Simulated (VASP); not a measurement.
# Be2Cu11Ni3 in VASP: further runs

Be2Cu11Ni3 is run at these levels: PBE; tasks: single point.

Everything below comes from runs of VASP 6.6.1. Logs are shortened: lines on timing, memory, paths and dates and some standing lists are left out, and cuts for length are marked.

**1. The cell of the first run**

The cell holds a disordered packing, 16 atoms: a = 5.616 Å, b = 5.635 Å, c = 5.823 Å, α = 90.51°, β = 90.83°, γ = 92.29°.

**2. Single point, PBE**

Input file INCAR:

```
SYSTEM = Be2Cu11Ni3
  PREC = Accurate
  ENCUT = 400
  EDIFF = 1E-6
  ISMEAR = -1
  SIGMA = 0.1818
  LREAL = Auto
  LASPH = .True.
  NELM = 120
  ALGO = Normal
  ISIF = 2
  LWAVE = .False.
  LCHARG = .False.
  GGA = PE
  ISYM = -1
  NBANDS = 92
  GGA_COMPAT = .False.
```

Input file KPOINTS:

```
explicit points
1
Reciprocal
  0.25000000   0.25000000   0.25000000 1
```

Input file POSCAR:

```
Be2Cu11Ni3
1.0
    5.6151810000     -0.1125830000     -0.0418010000
   -0.1125830000      5.6341360000     -0.0260090000
   -0.0418010000     -0.0260090000      5.8223430000
Cu Ni Be
11 3 2
Direct
    0.9756223649      0.0722067820      0.7093828063
    0.1465945837      0.7994350548      0.9876874836
    0.4332327387      0.0366158584      0.2153517757
    0.5881474202      0.2975025405      0.9554912677
    0.3881310846      0.0405280070      0.6697812823
    0.8757644677      0.5563224534      0.1590284566
    0.6795640410      0.8473319515      0.9355259065
    0.6542225062      0.2918598875      0.4607622977
    0.7489416701      0.7626860314      0.5155033312
    0.3990071854      0.5289198556      0.1866266855
    0.1775056998      0.2741427024      0.4179762500
    0.4265264678      0.5852143815      0.7056320924
    0.8649825170      0.0768364780      0.2517143999
    0.1288451242      0.7853432785      0.4313148244
    0.9751114408      0.4817729907      0.7377284483
    0.1906439150      0.2229491113      0.0388461809
```

Potentials or basis: VASP PAW PBE potentials, release 64 (Cu, Ni, Be).

The run is started by

```console
$ cat potpaw_PBE.64/Cu/POTCAR potpaw_PBE.64/Ni/POTCAR potpaw_PBE.64/Be/POTCAR > POTCAR
$ mpirun -np 1 vasp_std > vasp.out
```

OUTCAR:

```text
SYSTEM = Be2Cu11Ni3
   PREC = Accurate
   ENCUT = 400
   EDIFF = 1E-6
   ISMEAR = -1
   LREAL = Auto
   LASPH = .True.
   NELM = 120
   ISIF = 2
   GGA = PE
   ISYM = -1

 ion  position               nearest neighbor table
   1  0.976  0.072  0.709-  15 2.31  11 2.33   5 2.35  16 2.38   9 2.38   2 2.46   7 2.46  14 2.47
                             8 2.65  13 2.73
   2  0.147  0.799  0.988-   6 2.26  16 2.40  10 2.41   3 2.42  15 2.45   1 2.46  14 2.59  12 2.61
                             7 2.66   5 2.66  13 2.74
   3  0.433  0.037  0.215-  16 2.03   4 2.28   8 2.33  11 2.33   7 2.42   2 2.42  13 2.43  14 2.53
                             5 2.66
   4  0.588  0.298  0.955-  10 2.18   3 2.28  16 2.31  12 2.39   6 2.42   5 2.43   7 2.61  13 2.66

   5  0.388  0.041  0.670-  11 2.32   1 2.35   8 2.37  14 2.42   4 2.43   7 2.52  12 2.59   2 2.66
                             3 2.66   9 2.77
   6  0.876  0.556  0.159-   2 2.26   7 2.40   4 2.42  14 2.44   9 2.50  15 2.56   8 2.61  10 2.68
                            13 2.76
   7  0.680  0.847  0.936-  12 2.39   6 2.40   3 2.42  13 2.44   1 2.46   5 2.52   9 2.53   4 2.61
                             2 2.66  10 2.78
   8  0.654  0.292  0.461-  13 2.12   3 2.33   5 2.37  10 2.55  12 2.57   6 2.61   1 2.65  11 2.68
                             9 2.70
   9  0.749  0.763  0.516-  14 2.20  12 2.33   1 2.38  13 2.43  15 2.44   6 2.50   7 2.53   8 2.70
                             5 2.77
  10  0.399  0.529  0.187-   4 2.18  16 2.21  11 2.32   2 2.41   8 2.55  14 2.57   6 2.68   7 2.78
                            12 2.83
  11  0.178  0.274  0.418-  16 2.23  13 2.24  10 2.32   5 2.32   3 2.33   1 2.33  15 2.50   8 2.68
                            12 2.74  14 2.76  14 2.91
  12  0.427  0.585  0.706-   9 2.33   4 2.39   7 2.39   8 2.57  15 2.59  14 2.59   5 2.59   2 2.61
                            11 2.74  10 2.83
  13  0.865  0.077  0.252-   8 2.12  11 2.24  16 2.35   9 2.43   3 2.43   7 2.44  14 2.48   4 2.66
                             1 2.73   2 2.74   6 2.76
  14  0.129  0.785  0.431-   9 2.20   5 2.42   6 2.44   1 2.47  13 2.48   3 2.53  10 2.57   2 2.59
                            12 2.59  15 2.61  11 2.76  11 2.91
  15  0.975  0.482  0.738-   1 2.31   9 2.44   2 2.45  11 2.50   6 2.56  12 2.59  14 2.61
  16  0.191  0.223  0.039-   3 2.03  10 2.21  11 2.23   4 2.31  13 2.35   1 2.38   2 2.40

IMPORTANT INFORMATION: All symmetrisations will be switched off!
NOSYMM: (Re-)initialisation of all symmetry stuff for point group C_1.

----------------------------------------------------------------------------------------

                                     Primitive cell

  volume of cell :     184.1120

  direct lattice vectors                    reciprocal lattice vectors
     5.615181000 -0.112583000 -0.041801000     0.178169792  0.003566221  0.001295085
    -0.112583000  5.634136000 -0.026009000     0.003566221  0.177564544  0.000818802
    -0.041801000 -0.026009000  5.822343000     0.001295085  0.000818802  0.171765118

  length of vectors
     5.616465073  5.635320742  5.822551142     0.178210185  0.177602240  0.171771952

  position of ions in fractional coordinates (direct lattice)
     0.975622365  0.072206782  0.709382806
     0.146594584  0.799435055  0.987687484
     0.433232739  0.036615858  0.215351776
     0.588147420  0.297502540  0.955491268
     0.388131085  0.040528007  0.669781282
     0.875764468  0.556322453  0.159028457
     0.679564041  0.847331952  0.935525906
     0.654222506  0.291859888  0.460762298
     0.748941670  0.762686031  0.515503331
     0.399007185  0.528919856  0.186626686
     0.177505700  0.274142702  0.417976250
     0.426526468  0.585214382  0.705632092
     0.864982517  0.076836478  0.251714400
     0.128845124  0.785343279  0.431314824
     0.975111441  0.481772991  0.737728448
     0.190643915  0.222949111  0.038846181

  ion indices of the primitive-cell ions
   primitive index   ion index
                 1           1
                 2           2
                 3           3
                 4           4
                 5           5
                 6           6
                 7           7
                 8           8
                 9           9
                10          10
                11          11
                12          12
                13          13
                14          14
                15          15
                16          16

----------------------------------------------------------------------------------------

 KPOINTS: explicit points

Read explicit list of k-points.

 Found      1 k-points:

 Following reciprocal coordinates:
            Coordinates               Weight
  0.250000  0.250000  0.250000      1.000000
   k-points           NKPTS =      1   k-points in BZ     NKDIM =      1   number of bands    NBANDS=     92
   number of dos      NEDOS =    301   number of ions     NIONS =     16
   total plane-waves  NPLWV =  64000
   dimension x,y,z NGX =    40 NGY =   40 NGZ =   40
   dimension x,y,z NGXF=    80 NGYF=   80 NGZF=   80
   ions per type =              11   3   2
   NGX,Y,Z   is equivalent  to a cutoff of  11.84, 11.80, 11.42 a.u.
   NGXF,Y,Z  is equivalent  to a cutoff of  23.68, 23.60, 22.84 a.u.
 SYSTEM =  Be2Cu11Ni3
   PREC   = accura    normal or accurate (medium, high low for compatibility)
   ISTART =      0    job   : 0-new  1-cont  2-samecut
   ICHARG =      2    charge: 1-file 2-atom 10-const
   ISPIN  =      1    spin polarized calculation?
   LNONCOLLINEAR =      F non collinear calculations
   LSORBIT =      F    spin-orbit coupling
   LASPH  =      T    aspherical Exc in radial PAW
   ENCUT  =  400.0 eV  29.40 Ry    5.42 a.u.   9.16  9.19  9.50*2*pi/ulx,y,z
   NELM   =    120;   NELMIN=  2; NELMDL= -5     # of ELM steps
   EDIFF  = 0.1E-05   stopping-criterion for ELM
   LREAL  =      T    real-space projection
   EDIFFG = 0.1E-04   stopping-criterion for IOM
   NSW    =      0    number of steps for IOM
   IBRION =     -1    ionic relax: 0-MD 1-quasi-New 2-CG
   NFREE  =      0    steps in history (QN), initial steepest desc. (CG)
   ISIF   =      2    stress and relaxation
   ISYM   =     -1    0-nonsym 1-usesym 2-fastsym
   POTIM  = 0.5000    time-step for ionic-motion
   TEBEG  =    0.0;   TEEND  =   0.0 temperature during run
   PSTRESS=    0.0 pullay stress
   NELECT =     155.0000    total number of electrons
   NUPDOWN=      -1.0000    fix difference up-down
   EMIN   =  10.00;   EMAX   =-10.00  energy-range for DOS
   EFERMI =   0.00;   METHOD = LEGACY
   ISMEAR =    -1;   SIGMA  =   0.18  broadening in eV -4-tet -1-fermi 0-gaus
   EFERMI_NEDOS =   21; number of points for ismear=-14 and -15
   IALGO  =     38    algorithm
   IMIX   =      4    mixing-type and parameters
     AMIX     =   0.40;   BMIX     =  1.00
     AMIX_MAG =   1.60;   BMIX_MAG =  1.00
  volume/ion in A,a.u.               =      11.51        77.65
  Fermi-wavevector in a.u.,A,eV,Ry     =   1.545817  2.921170 32.511798  2.389550
  Thomas-Fermi vector in A             =   2.651142
   LORBIT       =      0    0 simple, 1 ext, 2 COOP (PROOUT), +10 PAW based schemes
   GGA     = PE    functional components
   LHFCALC =     F    Hartree Fock is set to
   AEXX    =    0.0000 exact exchange contribution
   IVDW    =     0    specifies the selected vdW correction
   LEPSILON=     F    determine dielectric tensor
   LRPA    =     F    only Hartree local field effects (RPA)
 non-spin polarized calculation
  energy-cutoff  :      400.00
  volume of cell :      184.11
 maximum number of plane-waves:      3338
 NGX is ok and might be reduce to    36
   NGX = 19   NGY = 19   NGZ = 19

 number of electron     155.0000031 magnetization

 Free energy of the ion-electron system (eV)
  ---------------------------------------------------
  ext. energy  EPLUGINS =         0.00000000
  ---------------------------------------------------
  free energy    TOTEN  =       -61.43655147 eV

  energy without entropy =      -60.78705724  energy(sigma->0) =      -61.11180436

 E-fermi :   7.8402     XC(G=0): -12.4097

 val. band max:        7.2968911879   @ k =   0.2500   0.2500   0.2500
 cond. band min:       7.9030021615   @ k =   0.2500   0.2500   0.2500
 fundamental gap:      0.6061109736
 Fermi energy:         7.8402463951

 k-point     1 :       0.2500    0.2500    0.2500
  band No.  band energies     occupation
      1      -0.9746      2.00000
      2       0.7744      2.00000
      3       1.0705      2.00000
      4       1.3078      2.00000
      5       2.1132      2.00000
      6       2.4008      2.00000
      7       2.4602      2.00000
      8       2.7149      2.00000
      9       2.8113      2.00000
     10       2.8795      2.00000
     11       2.9867      2.00000
     12       3.0639      2.00000
     13       3.1862      2.00000
     14       3.2474      2.00000
     15       3.2694      2.00000
     16       3.3512      2.00000
     17       3.4116      2.00000
     18       3.4659      2.00000
     19       3.5271      2.00000
     20       3.5472      2.00000
     21       3.6590      2.00000
     22       3.7244      2.00000
     23       3.7558      2.00000
     24       3.7938      2.00000
     25       3.8836      2.00000
     26       3.9408      2.00000
     27       3.9941      2.00000
     28       4.0607      2.00000
     29       4.0751      2.00000
     30       4.1186      2.00000
     31       4.1736      2.00000
     32       4.2040      2.00000
     33       4.2688      2.00000
     34       4.3349      2.00000
     35       4.4064      2.00000
     36       4.4322      2.00000
     37       4.4965      2.00000
     38       4.5338      2.00000
     39       4.6173      2.00000
     40       4.6616      2.00000
     41       4.7042      2.00000
     42       4.7628      2.00000
     43       4.7867      2.00000
     44       4.8512      2.00000
     45       4.9144      2.00000
     46       5.0021      2.00000
     47       5.0327      2.00000
     48       5.0759      2.00000
     49       5.1224      2.00000
     50       5.1748      2.00000
     51       5.2477      2.00000
     52       5.2697      2.00000
     53       5.3112      2.00000
     54       5.3405      2.00000
     55       5.3986      2.00000
     56       5.4323      2.00000
     57       5.5224      1.99999
     58       5.5887      1.99999
     59       5.6448      1.99999
     60       5.6994      1.99998
     61       5.8044      1.99997
     62       5.8629      1.99996
     63       5.9466      1.99994
     64       6.0940      1.99987
     65       6.1302      1.99984
     66       6.2322      1.99971
     67       6.3628      1.99941
     68       6.4523      1.99903
     69       6.5224      1.99858
     70       6.5731      1.99812
     71       6.6479      1.99717
     72       6.7267      1.99564
     73       6.7801      1.99415
     74       6.8840      1.98966
     75       6.9916      1.98140
     76       7.2079      1.94012
     77       7.2969      1.90413
     78       7.9030      0.82910
     79       8.1652      0.28681
     80       8.4533      0.06634
     81       8.7491      0.01340
     82       8.9258      0.00509
     83       9.0686      0.00232
     84       9.4366      0.00031
     85      10.7353      0.00000
     86      11.1693      0.00000
     87      11.3943      0.00000
     88      12.0524      0.00000
     89      12.2179      0.00000
 [bands above 89 left out]

------------------------ aborting loop because EDIFF is reached ----------------------------------------

  FORCE on cell =-STRESS in cart. coord.  units (eV):
  Direction    XX          YY          ZZ          XY          YZ          ZX
  --------------------------------------------------------------------------------------
  -------------------------------------------------------------------------------------
  Total       11.5036492      4.4970851      8.5558670      4.3284064      2.3024562      0.0304510
  in kB      100.1069265     39.1344834     74.4547697     37.6666094     20.0364086      0.2649902
  external PRESSURE =      71.2320599 kB  Pullay stress =       0.0000000 kB

 VOLUME and BASIS-vectors are now :
 -----------------------------------------------------------------------------
  energy-cutoff  :      400.00
  volume of cell :      184.11
      direct lattice vectors                 reciprocal lattice vectors
     5.615181000 -0.112583000 -0.041801000     0.178169792  0.003566221  0.001295085
    -0.112583000  5.634136000 -0.026009000     0.003566221  0.177564544  0.000818802
    -0.041801000 -0.026009000  5.822343000     0.001295085  0.000818802  0.171765118

 POSITION                                       TOTAL-FORCE (eV/Angst)
 -----------------------------------------------------------------------------------
      5.44051      0.27853      4.08761        -1.238823      0.612217      0.589048
      0.69187      4.46193      5.72373         0.417832      0.502130     -0.931299
      2.41956      0.15192      1.23479         0.224703     -2.375883      0.989242
      3.22912      1.58510      5.53088         2.253740     -0.528501     -1.864472
      2.14687      0.16722      3.88242         0.888620     -0.652539      1.006126
      4.84830      3.03166      0.87484        -0.108264     -1.232397      0.870785
      3.68137      4.67314      5.39651        -0.188823     -0.387172     -0.119633
      3.62146      1.55874      2.64778        -0.338902      2.583876      2.116662
      4.09803      4.19935      2.95029        -2.063920     -0.605685     -0.204661
      2.17315      2.93023      1.05617         0.054700      1.995773      1.013854
      0.94839      1.51370      2.41905        -0.275392      1.922487      1.054306
      2.29964      3.23081      4.07538        -1.649209     -0.727913     -0.342158
      4.83786      0.32898      1.42741         1.274373     -1.786374     -2.615741
      0.61704      4.39901      2.48545         2.181792     -0.260136      0.075583
      5.39035      2.58541      4.24202         0.098054      0.380280     -0.150909
      1.04378      1.23365      0.21241        -1.530482      0.559836     -1.486733
 -----------------------------------------------------------------------------------
    total drift:                               -0.000944     -0.002392      0.000364

  FREE ENERGIE OF THE ION-ELECTRON SYSTEM (eV)
  ---------------------------------------------------
  free  energy   TOTEN  =       -61.4365514715 eV

  energy  without entropy=      -60.7870572439  energy(sigma->0) =      -61.11180436
```

Wall time 44 s (1 thread of Intel Xeon Platinum 8488C (Sapphire Rapids), shared host); peak memory 0.25 GiB.

Results:

```yaml
Free_energy: -61.4366 eV
Pressure: 7.1 GPa
Largest_force: 3.414 eV/Å
Band_gap_on_the_k_mesh: zero (an odd number of electrons rules out a gap without spin polarisation)
```

Forces on the atoms (eV/Å):
```
Cu  -1.239  0.612  0.589
Cu   0.418  0.502 -0.931
Cu   0.225 -2.376  0.989
Cu   2.254 -0.529 -1.864
Cu   0.889 -0.653  1.006
Cu  -0.108 -1.232  0.871
Cu  -0.189 -0.387 -0.120
Cu  -0.339  2.584  2.117
Cu  -2.064 -0.606 -0.205
Cu   0.055  1.996  1.014
Cu  -0.275  1.922  1.054
Ni  -1.649 -0.728 -0.342
Ni   1.274 -1.786 -2.616
Ni   2.182 -0.260  0.076
Be   0.098  0.380 -0.151
Be  -1.530  0.560 -1.487
```

Caveat: the atoms stand as in a frame of molecular dynamics.

**3. Single point, PBE**

Input file INCAR:

```
SYSTEM = Be2Cu11Ni3
ALGO = Normal ; EDIFF = 1E-6
ENCUT = 400 ; GGA = PE
GGA_COMPAT = .FALSE. ; ISIF = 2
ISMEAR = -1 ; ISYM = -1
LASPH = .TRUE. ; LCHARG = .FALSE.
LREAL = Auto ; LWAVE = .FALSE.
NBANDS = 92 ; NELM = 120
PREC = Accurate ; SIGMA = 0.1818
```

KPOINTS is that of step 2.

Input file POSCAR:

```
Be2Cu11Ni3
1.0
    5.6151810000     -0.1125830000     -0.0418010000
   -0.1125830000      5.6341360000     -0.0260090000
   -0.0418010000     -0.0260090000      5.8223430000
Cu Ni Be
11 3 2
Direct
    0.9536910575      0.1027437153      0.7376548412
    0.1195718653      0.8000426935      1.0296275115
    0.4841760242      0.0176816080      0.2347877689
    0.6575831942      0.3068412555      0.9564256639
    0.3890880382      0.0503054483      0.7157537204
    0.9037811961      0.5331623181      0.2219082552
    0.6741930600      0.7769812352      0.9086189957
    0.6252865486      0.3408880864      0.5327849564
    0.6778858130      0.8202063186      0.4866211164
    0.4180331695      0.5848682195      0.2413265660
    0.1765146142      0.2893771115      0.4460554620
    0.3678354624      0.5433956329      0.7823398703
    0.9214985052      0.0873848463      0.2131970500
    0.1562514888      0.8183352176      0.4357971609
    0.9494551317      0.5983676697      0.6692038100
    0.1376507060      0.2868430798     -0.0165791609
```

Potentials or basis: VASP PAW PBE potentials, release 64 (Cu, Ni, Be).

The run is started by

```console
$ cat potpaw_PBE.64/Cu/POTCAR potpaw_PBE.64/Ni/POTCAR potpaw_PBE.64/Be/POTCAR > POTCAR
$ mpirun -np 1 vasp_std > vasp.out
```

Run time: 42 s. Hardware: 1 thread of Intel Xeon Platinum 8488C (Sapphire Rapids), shared host; peak memory 0.25 GiB.

Results (log left out):

- Free energy: -62.8491 eV
- Pressure: 4.1 GPa
- Largest force: 2.704 eV/Å
- Band gap on the k mesh: zero (an odd number of electrons rules out a gap without spin polarisation)

Forces in eV/Å, atoms in the order of the input:
```
Cu  -1.114 -1.441 -0.942
Cu   1.057  0.513 -2.270
Cu  -1.386  1.588 -1.694
Cu   0.134  0.166  0.270
Cu  -0.221 -0.560  0.949
Cu  -0.773 -0.574  0.941
Cu   1.132  0.790  1.280
Cu   1.036  0.223 -0.961
Cu   1.209 -1.062  1.382
Cu   0.372 -1.203 -1.265
Cu   0.713  1.099  0.417
Ni  -2.063 -0.299 -1.025
Ni  -1.461 -0.303 -0.214
Ni  -0.375  0.387  1.772
Be   0.573 -0.512  0.315
Be   1.169  1.186  1.045
```

Stress tensor (GPa, compression positive):
```
4.31 3.69 4.92
3.69 1.44 0.75
4.92 0.75 6.50
```

Levels at points of the mesh, in eV from the Fermi level:
```csv
k point,band 74,band 75,band 76,band 77,band 78,band 79,band 80,band 81
"(0.25, 0.25, 0.25)",-1.19,-1.10,-0.94,-0.81,0.15,0.33,0.52,0.69
```

Caveat: the atoms stand as in a frame of molecular dynamics.

(Continued in part 2 of 3.)

The gap in the log of VASP goes by the Fermi energy; the results here count the filled bands.